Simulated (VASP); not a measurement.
**Ti2BeO3: single point with PBE**

Ti2BeO3:

```
Ti Be O
1.0
     5.38242    0.00000    0.00000
    -2.69121    4.66131    0.00000
     0.00000    0.00000    2.66724
Ti Be O
2 1 3
Direct
  0.33333 0.66667 0.00000
  0.66667 0.33333 0.00000
  0.00000 0.00000 0.00000
  0.50000 0.00000 0.50000
  0.50000 0.50000 0.50000
  0.00000 0.50000 0.50000
```

| Quantity | Value |
| --- | --- |
| Program | VASP 6.6.1 |
| Task | single point |
| Functional | PBE |
| Potentials or basis | VASP PAW PBE potentials, release 64 (Ti_sv, Be, O) |
| Cutoff | 520 eV |
| k mesh | 6 × 6 × 6 |
| Occupations | gaussian, width 0.1 eV |
| Spin | no spin polarisation |
| Dipole correction | no |
| Further INCAR settings | ALGO = Normal; EDIFF = 1e-07; NBANDS = 31 |

The pressure is 0.5 GPa and the band gap on the k mesh is zero (band 22 reaches 7.80 eV, above the bottom of band 23 at 6.32 eV).

Levels at points of the mesh, in eV from the Fermi level:
```csv
k point,band 18,band 19,band 20,band 21,band 22,band 23,band 24,band 25,band 26,band 27
"(0.00, 0.00, 0.00)",-4.96,-4.35,-4.10,-3.85,-1.93,0.05,0.05,0.52,0.94,0.94
"(0.50, 0.00, 0.00)",-5.11,-4.81,-4.65,-2.00,-1.87,-0.17,0.41,0.95,1.00,1.35
"(0.00, 0.00, 0.50)",-4.37,-4.37,-3.30,-0.96,-0.96,-0.33,0.86,1.05,1.05,1.73
"(0.50, 0.00, 0.50)",-5.21,-4.90,-3.71,-1.54,-0.05,0.37,0.53,0.72,1.79,2.03
```

Wall time 68 s on 1 thread of Intel(R) Xeon(R) Platinum 8175M CPU @ 2.50GHz (Skylake/Cascade Lake), with other jobs on the host, peak memory 0.2 GiB.

Caveat: the k points lie up to 0.39 Å⁻¹ apart; semilocal functionals often make such compounds metallic where correlation or magnetic order opens a gap, which also shifts bond lengths.
